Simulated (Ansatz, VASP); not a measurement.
# MgS: VASP beside Ansatz

```
Mg S
1.0
     0.00000    2.61477    2.61477
     2.61477    0.00000    2.61477
     2.61477    2.61477    0.00000
Mg S
1 1
Direct
  0.00000 0.00000 0.00000
  0.50000 0.50000 0.50000
```

Alike in both runs: functional PBE; k mesh 8 × 8 × 8; occupations gaussian, width 0.02 eV; no spin polarisation.

Ansatz relaxed the structure, and its values are those at the end. VASP's run is a single point on that final structure, the one shown.

|  | VASP | Ansatz |
| --- | --- | --- |
| version | VASP 6.6.1 | Ansatz 0.2.0 |
| potentials or method | VASP PAW PBE potentials, release 64 (Mg, S), cutoff 600 eV | scalar-relativistic, plane waves, PAW |
| valence electrons in the cell | 8 | 16 |

|  | VASP | Ansatz | Ansatz less VASP |
| --- | --- | --- | --- |
| gap on the k mesh at the Fermi level (eV) | 2.74 | 2.76 | +0.014 |
| least direct gap on the mesh (eV) | 3.59 | 3.60 | +0.011 |
| pressure (GPa) | -0.3 | 0.0 | +0.27 |

VASP's potentials hold 8 valence electrons a cell and Ansatz's 16, so a difference there can come from the potentials and not from the codes.
